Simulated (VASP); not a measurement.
Crystal: NbInS4.

```
CELL_PARAMETERS angstrom
0.00000 4.13341 4.13341
4.13341 0.00000 4.13341
4.13341 4.13341 0.00000
ATOMIC_POSITIONS crystal
Nb 0.75000 0.75000 0.75000
In 0.00000 0.00000 0.00000
S 0.87066 0.37645 0.37645
S 0.37645 0.37645 0.37645
S 0.37645 0.87066 0.37645
S 0.37645 0.37645 0.87066
```

The cell was generated, and may not be a known phase.

| Property | Result |
| --- | --- |
| Program | VASP 6.6.1 |
| Task | relaxation of cell and atoms |
| Functional | PBE |
| Potentials or basis | VASP PAW PBE potentials, release 64 (Nb_sv, In_d, S) |
| Cutoff | 600 eV |
| k mesh | 4 × 4 × 4 |
| Occupations | gaussian, width 0.1 eV |
| Spin | collinear spin |
| Starting moments | [1.85, 0.04, -0.04, -0.04, -0.04, -0.04] μB |

At the start: pressure -9.1 GPa; volume 23.54 Å³/atom.

Q: How do energy, volume and symmetry change on relaxing?

A: Over 4 steps the energy falls by 176.2 meV/atom and the volume is 18.44 Å³/atom (-21.7 %); space group F-43m (No. 216, to 0.1 Å) before and after; moment 1.95 μB per cell.

The path:
```csv
step,energy change (eV),largest force (eV/Å),pressure (GPa),volume (Å³)
1,0.0000,0.0560,-9.08,141.24
2,-1.0201,0.0722,-2.32,115.69
3,-1.0562,0.0342,-0.42,111.51
4,-1.0573,0.0228,0.02,110.63
```

Final structure:
```
CELL_PARAMETERS angstrom
0.00000 3.81025 3.81025
3.81025 0.00000 3.81025
3.81025 3.81025 0.00000
ATOMIC_POSITIONS crystal
Nb 0.75000 0.75000 0.75000
In 0.00000 0.00000 0.00000
S 0.87135 0.37622 0.37622
S 0.37622 0.37622 0.37622
S 0.37622 0.87135 0.37622
S 0.37622 0.37622 0.87135
```

Caveat: the volume moved by over 15 % at a fixed basis, so the end points are rough.
